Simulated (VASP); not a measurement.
# Si (Fm-3m) in VASP: notebook

The runs below take Si through single point, with PBE+D3(BJ).

Program: VASP 6.6.1. These are calculated values, not measurements. Logs are shortened: lines on timing, memory, paths and dates and some standing lists are left out, and cuts for length are marked.

## 1. The cell of the first run

The structure is cubic, space group Fm-3m (No. 225). Conventional cell: a = 3.822 Å, b = 3.822 Å, c = 3.822 Å, α = 90.00°, β = 90.00°, γ = 90.00°. Within 3.6 Å of Si (site symmetry m-3m) lie 12 Si at 2.70 Å.

## 2. Single point, PBE+D3(BJ)

The input, INCAR:

```
SYSTEM = Si
ALGO = Normal
EDIFF = 1E-6
ENCUT = 520
GGA = PE
ISIF = 2
ISMEAR = 0
IVDW = 12
LASPH = .True.
LCHARG = .True.
LELF = .True.
LREAL = .False.
LVHAR = .True.
LWAVE = .False.
NBANDS = 8
NELM = 80
PREC = Accurate
SIGMA = 0.15
```

The input, KPOINTS:

```
k-points
0
Gamma
  22 22 22
  0 0 0
```

The input, POSCAR:

```
Si
1.0
    0.0000000000      1.9108305409      1.9108305409
    1.9108305409      0.0000000000      1.9108305409
    1.9108305409      1.9108305409      0.0000000000
Si
1
Direct
    0.0000000000      0.0000000000      0.0000000000
```

Potentials or basis: VASP PAW PBE potentials, release 64 (Si).

On the command line:

```bash
$ cat potpaw_PBE.64/Si/POTCAR > POTCAR
$ mpirun -np 1 vasp_std > vasp.out
```

OUTCAR:

```text
SYSTEM = Si
   EDIFF = 1E-6
   ENCUT = 520
   GGA = PE
   ISIF = 2
   ISMEAR = 0
   IVDW = 12
   LASPH = .True.
   LREAL = .False.
   NELM = 80
   PREC = Accurate
 IVDW          = 12

 ion  position               nearest neighbor table
   1  0.000  0.000  0.000-

  LATTYP: Found a face centered cubic cell.
 ALAT       =     3.8216610818

  Lattice vectors:

 A1 = (   0.0000000000,   1.9108305409,   1.9108305409)
 A2 = (   1.9108305409,   0.0000000000,   1.9108305409)
 A3 = (   1.9108305409,   1.9108305409,   0.0000000000)

Analysis of symmetry for initial positions (statically):
=====================================================================
 Subroutine PRICEL returns:
 Original cell was already a primitive cell.

 Routine SETGRP: Setting up the symmetry group for a
 face centered cubic supercell.

 Subroutine GETGRP returns: Found 48 space group operations
 (whereof 48 operations were pure point group operations)
 out of a pool of 48 trial point group operations.

The static configuration has the point symmetry O_h .

Analysis of symmetry for dynamics (positions and initial velocities):
=====================================================================
 Subroutine PRICEL returns:
 Original cell was already a primitive cell.

 Routine SETGRP: Setting up the symmetry group for a
 face centered cubic supercell.

 Subroutine GETGRP returns: Found 48 space group operations
 (whereof 48 operations were pure point group operations)
 out of a pool of 48 trial point group operations.

The dynamic configuration has the point symmetry O_h .

 Subroutine INISYM returns: Found 48 space group operations
 (whereof 48 operations are pure point group operations),
 and found     1 'primitive' translations

----------------------------------------------------------------------------------------

                                     Primitive cell

  volume of cell :      13.9539

  direct lattice vectors                    reciprocal lattice vectors
     0.000000000  1.910830541  1.910830541    -0.261666322  0.261666322  0.261666322
     1.910830541  0.000000000  1.910830541     0.261666322 -0.261666322  0.261666322
     1.910830541  1.910830541  0.000000000     0.261666322  0.261666322 -0.261666322

  length of vectors
     2.702322466  2.702322466  2.702322466     0.453219365  0.453219365  0.453219365

  position of ions in fractional coordinates (direct lattice)
     0.000000000  0.000000000  0.000000000

  ion indices of the primitive-cell ions
   primitive index   ion index
                 1           1

----------------------------------------------------------------------------------------

 KPOINTS: k-points

Automatic generation of k-mesh.
 Grid dimensions read from file:
 generate k-points for:   22   22   22

 Generating k-lattice:

  Cartesian coordinates                     Fractional coordinates (reciprocal lattice)
    -0.011893924  0.011893924  0.011893924     0.045454545  0.000000000  0.000000000
     0.011893924 -0.011893924  0.011893924     0.000000000  0.045454545  0.000000000
     0.011893924  0.011893924 -0.011893924     0.000000000  0.000000000  0.045454545

  Length of vectors
     0.020600880  0.020600880  0.020600880

  Shift w.r.t. Gamma in fractional coordinates (k-lattice)
     0.000000000  0.000000000  0.000000000

 Subroutine IBZKPT returns following result:
 ===========================================

 Found    328 irreducible k-points:

 Following reciprocal coordinates:
            Coordinates               Weight
  0.000000  0.000000  0.000000      1.000000
  0.045455  0.000000  0.000000      8.000000
  0.090909  0.000000  0.000000      8.000000
  0.136364  0.000000  0.000000      8.000000
  0.181818  0.000000  0.000000      8.000000
  0.227273  0.000000  0.000000      8.000000
[... 16 lines left out ...]
  0.500000  0.045455  0.000000     24.000000
 -0.454545  0.045455  0.000000     24.000000
 [... further k-points ...]
   k-points           NKPTS =    328   k-points in BZ     NKDIM =    328   number of bands    NBANDS=      8
   number of dos      NEDOS =    301   number of ions     NIONS =      1
   total plane-waves  NPLWV =   8000
   dimension x,y,z NGX =    20 NGY =   20 NGZ =   20
   dimension x,y,z NGXF=    40 NGYF=   40 NGZF=   40
   ions per type =               1
   NGX,Y,Z   is equivalent  to a cutoff of  12.30, 12.30, 12.30 a.u.
   NGXF,Y,Z  is equivalent  to a cutoff of  24.61, 24.61, 24.61 a.u.
 SYSTEM =  Si
   PREC   = accura    normal or accurate (medium, high low for compatibility)
   ISTART =      0    job   : 0-new  1-cont  2-samecut
   ICHARG =      2    charge: 1-file 2-atom 10-const
   ISPIN  =      1    spin polarized calculation?
   LNONCOLLINEAR =      F non collinear calculations
   LSORBIT =      F    spin-orbit coupling
   LASPH  =      T    aspherical Exc in radial PAW
   ENCUT  =  520.0 eV  38.22 Ry    6.18 a.u.   5.02  5.02  5.02*2*pi/ulx,y,z
   NELM   =     80;   NELMIN=  2; NELMDL= -5     # of ELM steps
   EDIFF  = 0.1E-05   stopping-criterion for ELM
   LREAL  =      F    real-space projection
   EDIFFG = 0.1E-04   stopping-criterion for IOM
   NSW    =      0    number of steps for IOM
   IBRION =     -1    ionic relax: 0-MD 1-quasi-New 2-CG
   NFREE  =      0    steps in history (QN), initial steepest desc. (CG)
   ISIF   =      2    stress and relaxation
   ISYM   =      2    0-nonsym 1-usesym 2-fastsym
   POTIM  = 0.5000    time-step for ionic-motion
   TEBEG  =    0.0;   TEEND  =   0.0 temperature during run
   PSTRESS=    0.0 pullay stress
   NELECT =       4.0000    total number of electrons
   NUPDOWN=      -1.0000    fix difference up-down
   EMIN   =  10.00;   EMAX   =-10.00  energy-range for DOS
   EFERMI =   0.00;   METHOD = LEGACY
   ISMEAR =     0;   SIGMA  =   0.15  broadening in eV -4-tet -1-fermi 0-gaus
   EFERMI_NEDOS =   21; number of points for ismear=-14 and -15
   IALGO  =     38    algorithm
   IMIX   =      4    mixing-type and parameters
     AMIX     =   0.40;   BMIX     =  1.00
     AMIX_MAG =   1.60;   BMIX_MAG =  1.00
  volume/ion in A,a.u.               =      13.95        94.17
  Fermi-wavevector in a.u.,A,eV,Ry     =   1.079434  2.039834 15.853198  1.165177
  Thomas-Fermi vector in A             =   2.215399
   LORBIT       =      0    0 simple, 1 ext, 2 COOP (PROOUT), +10 PAW based schemes
   GGA     = PE    functional components
   LHFCALC =     F    Hartree Fock is set to
   AEXX    =    0.0000 exact exchange contribution
   IVDW    =    12    specifies the selected vdW correction
   LEPSILON=     F    determine dielectric tensor
   LRPA    =     F    only Hartree local field effects (RPA)
 non-spin polarized calculation
 Gauss-broadening in eV      SIGMA  =   0.15
  energy-cutoff  :      520.00
  volume of cell :       13.95
 maximum number of plane-waves:       388
   NGX =  9   NGY =  9   NGZ =  9

 number of electron       4.0000000 magnetization

 Free energy of the ion-electron system (eV)
  ---------------------------------------------------
  ext. energy  EPLUGINS =         0.00000000
  ---------------------------------------------------
  free energy    TOTEN  =        -4.88515445 eV

  energy without entropy =       -4.88052012  energy(sigma->0) =       -4.88283728

 E-fermi :  10.6548     XC(G=0): -11.3428

 val. band max:       10.6523610033   @ k =  -0.4091   0.3636   0.1364
 cond. band min:      10.6638644836   @ k =  -0.2273   0.2273   0.0000
 fundamental gap:      0.0115034803
 Fermi energy:        10.6547665466

 k-point     1 :       0.0000    0.0000    0.0000
  band No.  band energies     occupation
      1      -4.1377      2.00000
      2      22.2444      0.00000
      3      22.2444      0.00000
      4      22.2444      0.00000
      5      22.7272      0.00000
      6      22.7272      0.00000
      7      22.7272      0.00000
      8      28.1466      0.00000

 k-point     2 :       0.0455    0.0000    0.0000
  band No.  band energies     occupation
      1      -4.0760      2.00000
      2      20.7725      0.00000
      3      21.7380      0.00000
      4      21.7380      0.00000
      5      23.3128      0.00000
      6      23.3128      0.00000
      7      23.6517      0.00000
      8      28.6670      0.00000

 k-point     3 :       0.0909    0.0000    0.0000
  band No.  band energies     occupation
      1      -3.8911      2.00000
      2      18.8443      0.00000
      3      21.1388      0.00000
      4      21.1388      0.00000
      5      24.1262      0.00000
      6      24.1262      0.00000
      7      24.1377      0.00000
      8      28.7189      0.00000

 k-point     4 :       0.1364    0.0000    0.0000
  band No.  band energies     occupation
      1      -3.5831      2.00000
      2      16.8450      0.00000
      3      20.6252      0.00000
      4      20.6252      0.00000
      5      24.2448      0.00000
      6      24.8709      0.00000
      7      24.8709      0.00000
      8      28.0148      0.00000

 k-point     5 :       0.1818    0.0000    0.0000
  band No.  band energies     occupation
      1      -3.1528      2.00000
      2      14.8602      0.00000
      3      20.2079      0.00000
      4      20.2079      0.00000
      5      24.2050      0.00000
      6      25.1449      0.00000
      7      25.1449      0.00000
      8      27.8547      0.00000
[... 177 lines left out ...]
 k-point    22 :       0.4545    0.0455    0.0000
  band No.  band energies     occupation
      1       1.5898      2.00000
      2       5.1199      2.00000
      3      18.8377      0.00000
      4      19.1660      0.00000
      5      21.3085      0.00000
      6      22.6037      0.00000
      7      24.7665      0.00000
      8      27.4600      0.00000

 k-point    23 :       0.5000    0.0455    0.0000
  band No.  band energies     occupation
      1       2.7537      2.00000
      2       3.7723      2.00000
      3      18.8683      0.00000
      4      19.0635      0.00000
      5      21.4340      0.00000
      6      22.2115      0.00000
      7      24.7939      0.00000
      8      27.2606      0.00000

 k-point    24 :      -0.4545    0.0455    0.0000
  band No.  band energies     occupation
      1       2.3697      2.00000
      2       4.1930      2.00000
      3      18.5984      0.00000
      4      19.3468      0.00000
      5      21.7405      0.00000
      6      21.9680      0.00000
      7      24.7468      0.00000
      8      27.3342      0.00000

 [... further k-points ...]

------------------------ aborting loop because EDIFF is reached ----------------------------------------

 Edisp (eV)   -0.44487

 E8    (eV) :    -0.1819

  FORCE on cell =-STRESS in cart. coord.  units (eV):
  Direction    XX          YY          ZZ          XY          YZ          ZX
  --------------------------------------------------------------------------------------
  -------------------------------------------------------------------------------------
  Total      -0.18567    -0.18567    -0.18567    -0.00000     0.00000    -0.00000
  in kB     -21.31882   -21.31882   -21.31882    -0.00000     0.00000    -0.00000
  external pressure =      -21.32 kB  Pullay stress =        0.00 kB

 VOLUME and BASIS-vectors are now :
 -----------------------------------------------------------------------------
  energy-cutoff  :      520.00
  volume of cell :       13.95
      direct lattice vectors                 reciprocal lattice vectors
     0.000000000  1.910830541  1.910830541    -0.261666322  0.261666322  0.261666322
     1.910830541  0.000000000  1.910830541     0.261666322 -0.261666322  0.261666322
     1.910830541  1.910830541  0.000000000     0.261666322  0.261666322 -0.261666322

 POSITION                                       TOTAL-FORCE (eV/Angst)
 -----------------------------------------------------------------------------------
      0.00000      0.00000      0.00000         0.000000      0.000000     -0.000000
 -----------------------------------------------------------------------------------
    total drift:                                0.000000      0.000000     -0.000000

  FREE ENERGIE OF THE ION-ELECTRON SYSTEM (eV)
  ---------------------------------------------------
  free  energy   TOTEN  =        -5.3300272124 eV

  energy  without entropy=       -5.3253928826  energy(sigma->0) =       -5.32771005
```

Run time: 30 s. Hardware: 1 thread of Intel Xeon 8259CL, shared host; peak memory 0.15 GiB.

Results:

| Item | Value |
| --- | --- |
| Free energy | -5.3300 eV |
| Pressure | -2.1 GPa |
| Band gap on the k mesh | zero (band 2 reaches 22.24 eV, above the bottom of band 3 at 7.63 eV) |
| Dispersion energy per atom | -0.445 eV |

Levels at points of the mesh, in eV from the Fermi level:
| k point | band 1 | band 2 | band 3 | band 4 | band 5 | band 6 | band 7 |
| --- | --- | --- | --- | --- | --- | --- | --- |
| (0.00, 0.00, 0.00) | -14.79 | 11.59 | 11.59 | 11.59 | 12.07 | 12.07 | 12.07 |
| (0.50, 0.00, 0.00) | -7.71 | -7.19 | 8.90 | 8.90 | 10.96 | 10.96 | 13.70 |
| (0.50, 0.50, 0.00) | -5.53 | -4.53 | 3.30 | 3.30 | 4.34 | 7.03 | 25.11 |

Caveat: pairwise dispersion overbinds metals, which lowers pressure and volume.

## 3. Single point, PBE+D3(BJ)

The input, INCAR:

```
ALGO = Normal ; EDIFF = 1E-6
ENCUT = 520 ; GGA = PE
ISIF = 2 ; ISMEAR = 0
IVDW = 12 ; LASPH = T
LCHARG = F ; LREAL = F
LWAVE = F ; NBANDS = 8
NELM = 80 ; PREC = Accurate
SIGMA = 0.15
```

The input, KPOINTS:

```
k-points
0
Gamma
  24 24 24
```

POSCAR is that of step 2.

Potentials or basis: VASP PAW PBE potentials, release 64 (Si).

On the command line:

```bash
$ cat potpaw_PBE.64/Si/POTCAR > POTCAR
$ mpirun -np 1 vasp_std > vasp.out
```

OUTCAR:

```text
EDIFF = 1E-6
   ENCUT = 520
   GGA = PE
   ISIF = 2
   ISMEAR = 0
   IVDW = 12
   LASPH = T
   LREAL = F
   NELM = 80
   PREC = Accurate
 IVDW          = 12

 ion  position               nearest neighbor table
   1  0.000  0.000  0.000-

  LATTYP: Found a face centered cubic cell.
 ALAT       =     3.8216610818

  Lattice vectors:

 A1 = (   0.0000000000,   1.9108305409,   1.9108305409)
 A2 = (   1.9108305409,   0.0000000000,   1.9108305409)
 A3 = (   1.9108305409,   1.9108305409,   0.0000000000)

Analysis of symmetry for initial positions (statically):
=====================================================================
 Subroutine PRICEL returns:
 Original cell was already a primitive cell.

 Routine SETGRP: Setting up the symmetry group for a
 face centered cubic supercell.

 Subroutine GETGRP returns: Found 48 space group operations
 (whereof 48 operations were pure point group operations)
 out of a pool of 48 trial point group operations.

The static configuration has the point symmetry O_h .

Analysis of symmetry for dynamics (positions and initial velocities):
=====================================================================
 Subroutine PRICEL returns:
 Original cell was already a primitive cell.

 Routine SETGRP: Setting up the symmetry group for a
 face centered cubic supercell.

 Subroutine GETGRP returns: Found 48 space group operations
 (whereof 48 operations were pure point group operations)
 out of a pool of 48 trial point group operations.

The dynamic configuration has the point symmetry O_h .

 Subroutine INISYM returns: Found 48 space group operations
 (whereof 48 operations are pure point group operations),
 and found     1 'primitive' translations

----------------------------------------------------------------------------------------

                                     Primitive cell

  volume of cell :      13.9539

  direct lattice vectors                    reciprocal lattice vectors
     0.000000000  1.910830541  1.910830541    -0.261666322  0.261666322  0.261666322
     1.910830541  0.000000000  1.910830541     0.261666322 -0.261666322  0.261666322
[... 109 lines left out ...]
   LHFCALC =     F    Hartree Fock is set to
   AEXX    =    0.0000 exact exchange contribution
   IVDW    =    12    specifies the selected vdW correction
   LEPSILON=     F    determine dielectric tensor
   LRPA    =     F    only Hartree local field effects (RPA)
 non-spin polarized calculation
 Gauss-broadening in eV      SIGMA  =   0.15
  energy-cutoff  :      520.00
  volume of cell :       13.95
 maximum number of plane-waves:       388
   NGX =  9   NGY =  9   NGZ =  9

 number of electron       4.0000000 magnetization

 Free energy of the ion-electron system (eV)
  ---------------------------------------------------
  ext. energy  EPLUGINS =         0.00000000
  ---------------------------------------------------
  free energy    TOTEN  =        -4.88392774 eV

  energy without entropy =       -4.87861700  energy(sigma->0) =       -4.88127237

 E-fermi :  10.6799     XC(G=0): -11.3427

 val. band max:       10.6761120895   @ k =  -0.3333   0.4167   0.1667
 cond. band min:      10.6851351006   @ k =  -0.2500   0.1250   0.0000
 fundamental gap:      0.0090230111
 Fermi energy:        10.6798677288

 k-point     1 :       0.0000    0.0000    0.0000
  band No.  band energies     occupation
      1      -4.1377      2.00000
      2      22.2447      0.00000
      3      22.2447      0.00000
      4      22.2447      0.00000
      5      22.7272      0.00000
      6      22.7272      0.00000
      7      22.7272      0.00000
      8      28.1464      0.00000
[... 243 lines left out ...]
 k-point    24 :       0.4583    0.0417    0.0000
  band No.  band energies     occupation
      1       1.7093      2.00000
      2       4.9525      2.00000
      3      18.9245      0.00000
      4      19.2211      0.00000
      5      21.3574      0.00000
      6      22.4739      0.00000
      7      24.6986      0.00000
      8      27.3421      0.00000

 [... further k-points ...]

------------------------ aborting loop because EDIFF is reached ----------------------------------------

 Edisp (eV)   -0.44487

 E8    (eV) :    -0.1819

  FORCE on cell =-STRESS in cart. coord.  units (eV):
  Direction    XX          YY          ZZ          XY          YZ          ZX
  --------------------------------------------------------------------------------------
  -------------------------------------------------------------------------------------
  Total      -0.17580    -0.17580    -0.17580    -0.00000     0.00000    -0.00000
  in kB     -20.18568   -20.18568   -20.18568    -0.00000     0.00000    -0.00000
  external pressure =      -20.19 kB  Pullay stress =        0.00 kB

 VOLUME and BASIS-vectors are now :
 -----------------------------------------------------------------------------
  energy-cutoff  :      520.00
  volume of cell :       13.95
      direct lattice vectors                 reciprocal lattice vectors
     0.000000000  1.910830541  1.910830541    -0.261666322  0.261666322  0.261666322
     1.910830541  0.000000000  1.910830541     0.261666322 -0.261666322  0.261666322
     1.910830541  1.910830541  0.000000000     0.261666322  0.261666322 -0.261666322

 POSITION                                       TOTAL-FORCE (eV/Angst)
 -----------------------------------------------------------------------------------
      0.00000      0.00000      0.00000        -0.000000      0.000000     -0.000000
 -----------------------------------------------------------------------------------
    total drift:                                0.000000      0.000000     -0.000000

  FREE ENERGIE OF THE ION-ELECTRON SYSTEM (eV)
  ---------------------------------------------------
  free  energy   TOTEN  =        -5.3288005117 eV

  energy  without entropy=       -5.3234897625  energy(sigma->0) =       -5.32614514
```

OSZICAR:

```text
N       E                     dE             d eps       ncg     rms          rms(c)
DAV:   1    -0.262006145852E+01   -0.26201E+01   -0.18098E+03  7272   0.380E+02
DAV:   2    -0.489367013403E+01   -0.22736E+01   -0.21710E+01 10040   0.294E+01
DAV:   3    -0.490550269497E+01   -0.11833E-01   -0.11825E-01  7568   0.219E+00
DAV:   4    -0.490551344237E+01   -0.10747E-04   -0.10749E-04 10920   0.707E-02
DAV:   5    -0.490551344376E+01   -0.13888E-08   -0.14759E-08  7696   0.522E-04    0.285E+00
DAV:   6    -0.489185298399E+01    0.13660E-01   -0.38472E-03  7744   0.274E-01    0.157E+00
DAV:   7    -0.488396696995E+01    0.78860E-02   -0.78212E-03  7792   0.390E-01    0.136E-01
DAV:   8    -0.488392748217E+01    0.39488E-04   -0.27439E-05 10152   0.428E-02    0.148E-02
DAV:   9    -0.488392774455E+01   -0.26239E-06   -0.36061E-07  8368   0.346E-03
   1 F= -.53288005E+01 E0= -.53261451E+01  d E =-.531075E-02
```

Run time: 41 s. Hardware: 1 thread of Intel Xeon 8259CL, shared host; peak memory 0.16 GiB.

What came out:

* Free energy: -5.3288 eV
* Pressure: -2.0 GPa
* Band gap on the k mesh: zero (band 2 reaches 22.24 eV, above the bottom of band 3 at 7.47 eV)
* Dispersion energy per atom: -0.445 eV

Caveat: pairwise dispersion overbinds metals, which lowers pressure and volume.
